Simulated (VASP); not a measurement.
Write the native input for VASP 6.6.1 that does the following.

```yaml
Task: single point
Functional: LDA
Potentials_or_basis: VASP PAW LDA potentials, release 64 (Ni)
Cutoff: 520 eV
k_mesh: 14 × 14 × 14
Occupations: gaussian, width 0.1 eV
Spin: collinear spin, ferromagnetic start
Starting_moments: "[1.5] μB"
Dipole_correction: no
Further_INCAR_settings: ALGO = Normal; EDIFF = 1e-06; NBANDS = 15
```

The structure of Ni lies in POSCAR:

```
Ni
1.0
   -1.3744280423      1.3744280423      1.3744280423
    1.3744280423     -1.3744280423      1.3744280423
    1.3744280423      1.3744280423     -1.3744280423
Ni
1
Direct
    0.0000000000      0.0000000000      0.0000000000
```

These files were run (other wordings do the same):

INCAR

```
SYSTEM = Ni
  PREC = Accurate
  ENCUT = 520
  EDIFF = 1E-6
  ISMEAR = 0
  SIGMA = 0.1
  LREAL = .False.
  LASPH = .True.
  NELM = 150
  ALGO = Normal
  ISIF = 2
  LWAVE = .False.
  LCHARG = .True.
  ISPIN = 2
  MAGMOM = 1.5
  LORBIT = 11
  LMAXMIX = 4
  LELF = .True.
  LVHAR = .True.
  NBANDS = 15
```

KPOINTS

```
regular mesh
0
Gamma
  14 14 14
  0 0 0
```

Potentials or basis: VASP PAW LDA potentials, release 64 (Ni).

Launch:

```sh
$ cat potpaw_LDA.64/Ni/POTCAR > POTCAR
$ mpirun -np 1 vasp_std > vasp.out
```

It gave:

* Pressure: -6.6 GPa
* Net moment: 0.48 μB per cell
* Site moments: Ni +0.48 μB
* Valence electrons inside the program's atomic spheres: Ni 9.41

Run time: 22 s on 1 thread of Intel(R) Xeon(R) Platinum 8488C (Sapphire Rapids), with other jobs on the host, peak memory 0.14 GiB.
